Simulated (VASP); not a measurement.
# Be3Se2O (Cmc2_1) in VASP: settings compared

Aim: see how the results for Be3Se2O move with the level of theory and the settings. Levels: PBE, r2SCAN. Tasks: single point.

Program: VASP 6.6.1. These are calculated values, not measurements. Logs are shortened: lines on timing, memory, paths and dates and some standing lists are left out, and cuts for length are marked.

### 1 The cell of the first run

The structure is orthorhombic, space group Cmc2_1 (No. 36). Conventional cell: a = 10.147 Å, b = 5.740 Å, c = 5.442 Å, α = 90.00°, β = 90.00°, γ = 90.00°. Be (site symmetry 1) has 1 O at 1.67 Å within 2.2 Å. Be (site symmetry m) has 2 O at 1.74 to 1.80 Å and 2 Se at 2.26 Å within 2.3 Å. Within 3.0 Å of Se (site symmetry 1) lie 4 Be at 2.23 to 2.26 Å. O (site symmetry m) has 4 Be at 1.67 to 1.80 Å within 2.2 Å.

### 2 Single point, PBE

File INCAR:

```
PREC     = Accurate       # precision mode
ENCUT    = 520            # plane-wave cutoff, eV
EDIFF    = 1E-7           # SCF threshold, eV
ISMEAR   = 0              # smearing method
SIGMA    = 0.1            # smearing width, eV
LREAL    = F              # projectors in reciprocal space
LASPH    = T              # aspherical terms in the spheres
NELM     = 60             # most SCF steps
ALGO     = Normal         # electronic algorithm
ISIF     = 2              # what is computed and relaxed
LWAVE    = F              # write WAVECAR
LCHARG   = T              # write CHGCAR
GGA      = PE             # functional
LELF     = T              # ELF
LVHAR    = T            
NBANDS   = 36             # bands
```

File KPOINTS:

```
Automatic mesh
0
Gamma
  4 4 4
```

File POSCAR:

```
Be3Se2O
1.0
    0.0000000000      0.0000000000     -5.4419810031
    0.0000000000      5.7400315742      0.0000000000
    5.0734802465     -2.8700157871      0.0000000000
Be Se O
6 4 2
Direct
    0.5865728356      0.4292338468      0.2677067867
    0.5865728356      0.1615270601      0.7322932133
    0.6718497446      0.8906179646      0.0000000000
    0.0865728356      0.8384729399      0.2677067867
    0.0865728356      0.5707661532      0.7322932133
    0.1718497446      0.1093820354      0.0000000000
    0.9927994698      0.4840982280      0.3191654977
    0.4927994698      0.8350672697      0.3191654977
    0.4927994698      0.5159017720      0.6808345023
    0.9927994698      0.1649327303      0.6808345023
    0.5002056445      0.1466148966      0.0000000000
    0.0002056445      0.8533851034      0.0000000000
```

Potentials or basis: VASP PAW PBE potentials, release 64 (Be, Se, O).

Run with:

```
$ cat potpaw_PBE.64/Be/POTCAR potpaw_PBE.64/Se/POTCAR potpaw_PBE.64/O/POTCAR > POTCAR
$ mpirun -np 1 vasp_std > vasp.out
```

OUTCAR:

```text
PREC = Accurate
   ENCUT = 520
   EDIFF = 1E-7
   ISMEAR = 0
   LREAL = F
   LASPH = T
   NELM = 60
   ISIF = 2
   GGA = PE

 ion  position               nearest neighbor table
   1  0.587  0.429  0.268-  11 1.67   7 2.23   8 2.26   9 2.26
   2  0.587  0.162  0.732-  11 1.67  10 2.23   9 2.26   8 2.26
   3  0.672  0.891  0.000-  11 1.74  12 1.80   8 2.26   9 2.26
   4  0.087  0.838  0.268-  12 1.67   8 2.23   7 2.26  10 2.26
   5  0.087  0.571  0.732-  12 1.67   9 2.23  10 2.26   7 2.26
   6  0.172  0.109  0.000-  12 1.74  11 1.80   7 2.26  10 2.26
   7  0.993  0.484  0.319-   1 2.23   4 2.26   6 2.26   5 2.26
   8  0.493  0.835  0.319-   4 2.23   1 2.26   3 2.26   2 2.26
   9  0.493  0.516  0.681-   5 2.23   2 2.26   3 2.26   1 2.26
  10  0.993  0.165  0.681-   2 2.23   5 2.26   6 2.26   4 2.26
  11  0.500  0.147  0.000-   1 1.67   2 1.67   3 1.74   6 1.80
  12  0.000  0.853  0.000-   4 1.67   5 1.67   6 1.74   3 1.80

  LATTYP: Found a base centered orthorhombic cell.
 ALAT       =     5.7400315742
 B/A-ratio  =     1.7677534282
 C/A-ratio  =     0.9480750990

  Lattice vectors:

 A1 = (  -5.0734802465,   2.8700157871,   0.0000000000)
 A2 = (   5.0734802465,   2.8700157871,   0.0000000000)
 A3 = (   0.0000000000,   0.0000000000,  -5.4419810031)

Analysis of symmetry for initial positions (statically):
=====================================================================
 Subroutine PRICEL returns:
 Original cell was already a primitive cell.

 Routine SETGRP: Setting up the symmetry group for a
 base centered orthorhombic supercell.

 Subroutine GETGRP returns: Found  4 space group operations
 (whereof  2 operations were pure point group operations)
 out of a pool of  8 trial point group operations.

The static configuration has the point symmetry C_1h.
 The point group associated with its full space group is C_2v.

Analysis of symmetry for dynamics (positions and initial velocities):
=====================================================================
 Subroutine PRICEL returns:
 Original cell was already a primitive cell.

 Routine SETGRP: Setting up the symmetry group for a
 base centered orthorhombic supercell.

 Subroutine GETGRP returns: Found  4 space group operations
 (whereof  2 operations were pure point group operations)
 out of a pool of  8 trial point group operations.

The dynamic configuration has the point symmetry C_1h.
 The point group associated with its full space group is C_2v.

 Subroutine INISYM returns: Found  4 space group operations
 (whereof  2 operations are pure point group operations),
 and found     1 'primitive' translations

----------------------------------------------------------------------------------------

                                     Primitive cell

  volume of cell :     158.4810

  direct lattice vectors                    reciprocal lattice vectors
     0.000000000  0.000000000 -5.441981003     0.000000000  0.000000000 -0.183756614
     0.000000000  5.740031574  0.000000000     0.098551680  0.174215070  0.000000000
     5.073480246 -2.870015787  0.000000000     0.197103359  0.000000000  0.000000000

  length of vectors
     5.441981003  5.740031574  5.828995834     0.183756614  0.200158247  0.197103359

  position of ions in fractional coordinates (direct lattice)
     0.586572836  0.429233847  0.267706787
     0.586572836  0.161527060  0.732293213
     0.671849745  0.890617965  0.000000000
     0.086572836  0.838472940  0.267706787
     0.086572836  0.570766153  0.732293213
     0.171849745  0.109382035  0.000000000
     0.992799470  0.484098228  0.319165498
     0.492799470  0.835067270  0.319165498
     0.492799470  0.515901772  0.680834502
     0.992799470  0.164932730  0.680834502
     0.500205644  0.146614897  0.000000000
     0.000205644  0.853385103  0.000000000

  ion indices of the primitive-cell ions
   primitive index   ion index
                 1           1
                 2           2
                 3           3
                 4           4
                 5           5
[... 47 lines left out ...]
   IALGO  =     38    algorithm
   IMIX   =      4    mixing-type and parameters
     AMIX     =   0.40;   BMIX     =  1.00
     AMIX_MAG =   1.60;   BMIX_MAG =  1.00
  volume/ion in A,a.u.               =      13.21        89.12
  Fermi-wavevector in a.u.,A,eV,Ry     =   1.099418  2.077599 16.445631  1.208720
  Thomas-Fermi vector in A             =   2.235812
   LORBIT       =      0    0 simple, 1 ext, 2 COOP (PROOUT), +10 PAW based schemes
   GGA     = PE    functional components
   LHFCALC =     F    Hartree Fock is set to
   AEXX    =    0.0000 exact exchange contribution
   IVDW    =     0    specifies the selected vdW correction
   LEPSILON=     F    determine dielectric tensor
   LRPA    =     F    only Hartree local field effects (RPA)
 non-spin polarized calculation
 Gauss-broadening in eV      SIGMA  =   0.10
  energy-cutoff  :      520.00
  volume of cell :      158.48
 maximum number of plane-waves:      4283
   NGX = 21   NGY = 21   NGZ = 21

 number of electron      47.9999991 magnetization

 Free energy of the ion-electron system (eV)
  ---------------------------------------------------
  ext. energy  EPLUGINS =         0.00000000
  ---------------------------------------------------
  free energy    TOTEN  =       -61.43503452 eV

  energy without entropy =      -61.43503452  energy(sigma->0) =      -61.43503452

 E-fermi :   4.6483     XC(G=0):  -9.9875

 val. band max:        4.1791413360   @ k =   0.5000   0.0000   0.0000
 cond. band min:       7.4330887989   @ k =   0.0000   0.0000   0.5000
 fundamental gap:      3.2539474629
 Fermi energy:         4.6483476715

 k-point     1 :       0.0000    0.0000    0.0000
  band No.  band energies     occupation
      1     -15.3223      2.00000
      2     -15.1398      2.00000
      3      -9.3998      2.00000
      4      -7.9252      2.00000
      5      -7.4565      2.00000
      6      -7.4234      2.00000
[... 28 lines left out ...]
     35      12.2424      0.00000
     36      12.5522      0.00000
[... 749 lines left out ...]
      6      -8.0741      2.00000
[... 28 lines left out ...]
     35      11.3089      0.00000
     36      11.3089      0.00000

------------------------ aborting loop because EDIFF is reached ----------------------------------------

  FORCE on cell =-STRESS in cart. coord.  units (eV):
  Direction    XX          YY          ZZ          XY          YZ          ZX
  --------------------------------------------------------------------------------------
  -------------------------------------------------------------------------------------
  Total        0.2661981      0.2340403      0.2203281      0.0000000      0.0000000      0.0000000
  in kB        2.6911517      2.3660507      2.2274260      0.0000000      0.0000000      0.0000000
  external PRESSURE =       2.4282095 kB  Pullay stress =       0.0000000 kB

 VOLUME and BASIS-vectors are now :
 -----------------------------------------------------------------------------
  energy-cutoff  :      520.00
  volume of cell :      158.48
      direct lattice vectors                 reciprocal lattice vectors
     0.000000000  0.000000000 -5.441981003     0.000000000  0.000000000 -0.183756614
     0.000000000  5.740031574  0.000000000     0.098551680  0.174215070  0.000000000
     5.073480246 -2.870015787  0.000000000     0.197103359  0.000000000  0.000000000

 POSITION                                       TOTAL-FORCE (eV/Angst)
 -----------------------------------------------------------------------------------
      1.35821      1.69549     -3.19212         0.008901      0.003292      0.002050
      3.71528     -1.17452     -3.19212        -0.008901      0.003292      0.002050
      0.00000      5.11218     -3.65619        -0.000000     -0.001661     -0.010980
      1.35821      4.04454     -0.47113         0.008901     -0.003292      0.002050
      3.71528      1.17452     -0.47113        -0.008901     -0.003292      0.002050
      0.00000      0.62786     -0.93520        -0.000000      0.001661     -0.010980
      1.61928      1.86273     -5.40280         0.001722     -0.000175     -0.003109
      1.61928      3.87730     -2.68181         0.001722      0.000175     -0.003109
      3.45420      1.00729     -2.68181        -0.001722      0.000175     -0.003109
      3.45420     -1.00729     -5.40280        -0.001722     -0.000175     -0.003109
      0.00000      0.84157     -2.72211        -0.000000     -0.004233      0.013098
      0.00000      4.89846     -0.00112        -0.000000      0.004233      0.013098
 -----------------------------------------------------------------------------------
    total drift:                               -0.000000      0.000000     -0.000438

  FREE ENERGIE OF THE ION-ELECTRON SYSTEM (eV)
  ---------------------------------------------------
  free  energy   TOTEN  =       -61.4350345210 eV

  energy  without entropy=      -61.4350345210  energy(sigma->0) =      -61.43503452
```

It took 2.7 min on 1 thread of Intel Xeon Platinum 8259CL at 2.50GHz (Skylake/Cascade Lake), shared host; peak memory 0.34 GiB.

Results:

```yaml
Free_energy: -61.4350 eV
Pressure: 0.2 GPa
Largest_force: 0.014 eV/Å
Band_gap_on_the_k_mesh: 3.25 eV, indirect (least direct gap 3.34 eV)
```

Forces in eV/Å, atoms in the order of the input:
```
Be   0.009  0.003  0.002
Be  -0.009  0.003  0.002
Be   0.000 -0.002 -0.011
Be   0.009 -0.003  0.002
Be  -0.009 -0.003  0.002
Be   0.000  0.002 -0.011
Se   0.002  0.000 -0.003
Se   0.002  0.000 -0.003
Se  -0.002  0.000 -0.003
Se  -0.002  0.000 -0.003
O    0.000 -0.004  0.013
O    0.000  0.004  0.013
```

A k mesh can miss the band edges. As with any semilocal functional, this PBE gap is likely too small.

### 3 Single point, PBE (volume scaled by 0.94, then relaxed in part)

File INCAR:

```
SYSTEM = Be3Se2O
PREC = Accurate ; ENCUT = 520
EDIFF = 1E-6 ; ISMEAR = 0
SIGMA = 0.02 ; LREAL = .FALSE.
LASPH = .TRUE. ; NELM = 60
ALGO = Normal ; ISIF = 2
LWAVE = .FALSE. ; LCHARG = .FALSE.
GGA = PE ; NBANDS = 36
```

File KPOINTS:

```
Automatic mesh
0
G
  6 6 4
  0 0 0
```

File POSCAR:

```
Be3Se2O
1.0
    4.9768518196     -2.8083067546      0.0000000000
    4.9768518196      2.8083067546      0.0000000000
    0.0000000000      0.0000000000      5.3293700832
Be Se O
6 4 2
Direct
    0.8389768091      0.4296593959      0.4145307997
    0.5703406041      0.1610231909      0.4145307997
    0.1088170804      0.8911829196      0.3247815920
    0.4296593959      0.8389768091      0.9145307997
    0.1610231909      0.5703406041      0.9145307997
    0.8911829196      0.1088170804      0.8247815920
    0.8353425626      0.4835588692      0.0068939657
    0.4835588692      0.8353425626      0.5068939657
    0.1646574374      0.5164411308      0.5068939657
    0.5164411308      0.1646574374      0.0068939657
    0.8543172953      0.1456827047      0.5015688773
    0.1456827047      0.8543172953      1.0015688773
```

Potentials or basis: VASP PAW PBE potentials, release 64 (Be, Se, O).

Run with:

```
$ cat potpaw_PBE.64/Be/POTCAR potpaw_PBE.64/Se/POTCAR potpaw_PBE.64/O/POTCAR > POTCAR
$ mpirun -np 1 vasp_std > vasp.out
```

Run time: 3.3 min. Hardware: 1 thread of Intel Xeon Platinum 8259CL at 2.50GHz (Skylake/Cascade Lake), shared host; peak memory 0.39 GiB.

Results (log left out):

| Item | Value |
| --- | --- |
| Free energy | -61.2192 eV |
| Pressure | 7.3 GPa |
| Largest force | 0.012 eV/Å |
| Band gap on the k mesh | 3.00 eV, indirect (least direct gap 3.27 eV) |

Forces in eV/Å, atoms in the order of the input:
```
Be   0.008  0.003  0.003
Be  -0.008  0.003  0.003
Be   0.000  0.001 -0.012
Be   0.008 -0.003  0.003
Be  -0.008 -0.003  0.003
Be   0.000 -0.001 -0.012
Se   0.002  0.001 -0.003
Se   0.002 -0.001 -0.003
Se  -0.002 -0.001 -0.003
Se  -0.002  0.001 -0.003
O    0.000 -0.005  0.011
O    0.000  0.005  0.011
```

Levels at points of the mesh, in eV from the valence-band top:
| k point | band 21 | band 22 | band 23 | band 24 | band 25 | band 26 | band 27 | band 28 |
| --- | --- | --- | --- | --- | --- | --- | --- | --- |
| (0.00, 0.00, 0.00) | -1.20 | -0.98 | -0.56 | -0.54 | 3.28 | 3.52 | 4.08 | 4.26 |
| (0.50, 0.00, 0.00) | -1.43 | -1.10 | -1.00 | -0.74 | 3.70 | 4.29 | 5.32 | 5.41 |
| (0.50, 0.50, 0.00) | -1.88 | -1.72 | -0.27 | -0.26 | 3.06 | 4.30 | 4.66 | 4.81 |
| (0.00, 0.00, 0.50) | -1.19 | -1.19 | -0.15 | -0.15 | 3.85 | 3.85 | 5.50 | 5.50 |
| (0.50, 0.00, 0.50) | -1.42 | -1.42 | -1.19 | -1.19 | 3.64 | 3.64 | 4.19 | 4.19 |
| (0.50, 0.50, 0.50) | -1.46 | -1.46 | -1.24 | -1.24 | 3.51 | 3.51 | 4.51 | 4.51 |

 A k mesh can miss the band edges.

### 4 Single point, PBE

File INCAR:

```
SYSTEM = Be3Se2O
PREC = Accurate
ENCUT = 520
EDIFF = 1E-6
ISMEAR = 0
SIGMA = 0.02
LREAL = .FALSE.
LASPH = .TRUE.
NELM = 60
ALGO = Normal
ISIF = 2
LWAVE = .FALSE.
LCHARG = .FALSE.
GGA = PE
NBANDS = 36
```

File KPOINTS:

```
regular mesh
0
G
  6 6 4
  0 0 0
```

File POSCAR:

```
Be3Se2O
1.0
    5.0734802465     -2.8700157871      0.0000000000
    5.0734802465      2.8700157871      0.0000000000
    0.0000000000      0.0000000000      5.4419810031
Be Se O
6 4 2
Direct
    0.8384729399      0.4292338468      0.4134271644
    0.5707661532      0.1615270601      0.4134271644
    0.1093820354      0.8906179646      0.3281502554
    0.4292338468      0.8384729399      0.9134271644
    0.1615270601      0.5707661532      0.9134271644
    0.8906179646      0.1093820354      0.8281502554
    0.8350672697      0.4840982280      0.0072005302
    0.4840982280      0.8350672697      0.5072005302
    0.1649327303      0.5159017720      0.5072005302
    0.5159017720      0.1649327303      0.0072005302
    0.8533851034      0.1466148966      0.4997943555
    0.1466148966      0.8533851034      0.9997943555
```

Run with:

```
$ cat potpaw_PBE.64/Be/POTCAR potpaw_PBE.64/Se/POTCAR potpaw_PBE.64/O/POTCAR > POTCAR
$ mpirun -np 1 vasp_std > vasp.out
```

Wall time 3 min (1 thread of Intel Xeon Platinum 8259CL at 2.50GHz (Skylake/Cascade Lake), shared host); peak memory 0.39 GiB.

The run converged. Its results:

```
Free energy            : -61.4351 eV
Pressure               : 0.3 GPa
Largest force          : 0.014 eV/Å
Band gap on the k mesh : 3.02 eV, indirect (least direct gap 3.26 eV)
```

Forces in eV/Å, atoms in the order of the input:
```
Be   0.009  0.003  0.002
Be  -0.009  0.003  0.002
Be   0.000 -0.002 -0.011
Be   0.009 -0.003  0.002
Be  -0.009 -0.003  0.002
Be   0.000  0.002 -0.011
Se   0.001  0.000 -0.003
Se   0.001  0.000 -0.003
Se  -0.001  0.000 -0.003
Se  -0.001  0.000 -0.003
O    0.000 -0.005  0.013
O    0.000  0.005  0.013
```

Levels at points of the mesh, in eV from the valence-band top:
```tsv
k point	band 22	band 23	band 24	band 25	band 26	band 27
(0.00, 0.00, 0.00)	-0.92	-0.51	-0.50	3.46	3.65	3.65
(0.50, 0.00, 0.00)	-1.02	-0.97	-0.68	3.72	4.25	5.21
(0.50, 0.50, 0.00)	-1.65	-0.24	-0.23	3.11	4.33	4.66
(0.00, 0.00, 0.50)	-1.12	-0.14	-0.14	3.77	3.77	5.44
(0.50, 0.00, 0.50)	-1.31	-1.09	-1.09	3.62	3.62	4.17
(0.50, 0.50, 0.50)	-1.36	-1.15	-1.15	3.50	3.50	4.46
```

### 5 Single point, r2SCAN

POSCAR is that of step 4.

File INCAR.step1:

```
PREC = Accurate
ENCUT = 520
ISMEAR = 0
SIGMA = 0.02
LREAL = False
LASPH = True
NELM = 60
NBANDS = 36
GGA = PE
ALGO = Normal
EDIFF = 1E-4
LWAVE = True
LCHARG = False
```

File INCAR.step2:

```
PREC = Accurate
ENCUT = 520
EDIFF = 1E-7
ISMEAR = 0
SIGMA = 0.02
LREAL = False
LASPH = True
NELM = 60
ALGO = Normal
ISIF = 2
LWAVE = False
LCHARG = False
METAGGA = R2SCAN
LMIXTAU = True
NBANDS = 36
ISTART = 1
```

File KPOINTS:

```
Automatic mesh
0
Gamma
  6 6 4
```

Run with:

```
$ cat potpaw_PBE.64/Be/POTCAR potpaw_PBE.64/Se/POTCAR potpaw_PBE.64/O/POTCAR > POTCAR
$ cp INCAR.step1 INCAR
$ mpirun -np 1 vasp_std > vasp.out
$ cp INCAR.step2 INCAR
$ mpirun -np 1 vasp_std > vasp.out
```

Run time: 11 min. Hardware: 1 thread of Intel Xeon Platinum 8259CL at 2.50GHz (Skylake/Cascade Lake), shared host; peak memory 0.43 GiB.

The run converged. Its results:

- Free energy: -111.9742 eV
- Pressure: -0.7 GPa
- Largest force: 0.056 eV/Å
- Band gap on the k mesh: 3.53 eV, indirect (least direct gap 3.77 eV)

Forces on the atoms (eV/Å):
```
Be  -0.002 -0.007 -0.012
Be   0.002 -0.007 -0.012
Be   0.000 -0.021  0.024
Be  -0.002  0.007 -0.012
Be   0.002  0.007 -0.012
Be   0.000  0.021  0.024
Se  -0.018 -0.029  0.017
Se  -0.018  0.029  0.017
Se   0.018  0.029  0.017
Se   0.018 -0.029  0.017
O    0.000  0.043 -0.035
O    0.000 -0.043 -0.035
```

Stress tensor (GPa, compression positive):
```
-0.76  0.00  0.00
 0.00 -0.80  0.00
 0.00  0.00 -0.66
```

Levels at points of the mesh, in eV from the valence-band top:
```
           k point  band 21  band 22  band 23  band 24  band 25  band 26  band 27  band 28
(0.00, 0.00, 0.00)    -1.15    -0.95    -0.54    -0.51     3.95     4.14     4.36     4.65
(0.50, 0.00, 0.00)    -1.37    -1.03    -0.98    -0.68     4.26     4.82     5.76     5.91
(0.50, 0.50, 0.00)    -1.81    -1.68    -0.23    -0.23     3.60     4.85     5.23     5.23
(0.00, 0.00, 0.50)    -1.17    -1.17    -0.15    -0.15     4.34     4.34     6.12     6.12
(0.50, 0.00, 0.50)    -1.35    -1.35    -1.10    -1.10     4.18     4.18     4.73     4.73
(0.50, 0.50, 0.50)    -1.39    -1.39    -1.16    -1.16     4.06     4.06     5.01     5.01
```

Caveat: the PAW data sets were made with another functional, which shifts forces and pressure a little. r2SCAN opens gaps a little over a GGA but as a rule still falls short of measured ones.

### 6 The runs side by side

```tsv
level	cell	k mesh	smearing	gap on the mesh (eV)	pressure (GPa)	largest force (eV/Å)
PBE	a = 5.442, b = 5.740, c = 5.829 Å, angles 119.5, 90.0, 90.0°, 12 atoms	4 × 4 × 4	gaussian 0.1 eV	3.25	0.2	0.01
PBE	a = 5.715, b = 5.715, c = 5.329 Å, angles 90.0, 90.0, 58.9°, 12 atoms	6 × 6 × 4	gaussian 0.02 eV	3.00	7.3	0.01
PBE	a = 5.829, b = 5.829, c = 5.442 Å, angles 90.0, 90.0, 59.0°, 12 atoms	6 × 6 × 4	gaussian 0.02 eV	3.02	0.3	0.01
r2SCAN	a = 5.829, b = 5.829, c = 5.442 Å, angles 90.0, 90.0, 59.0°, 12 atoms	6 × 6 × 4	gaussian 0.02 eV	3.53	-0.7	0.06
```

Alike in all rows: task single point; potentials or basis VASP PAW PBE potentials, release 64 (Be, Se, O); no spin polarisation; cutoff (eV) 520.

Caveats: the PAW data sets were made with another functional, which shifts forces and pressure a little (some runs).

Absolute energies hang on the potentials; compare differences alone.
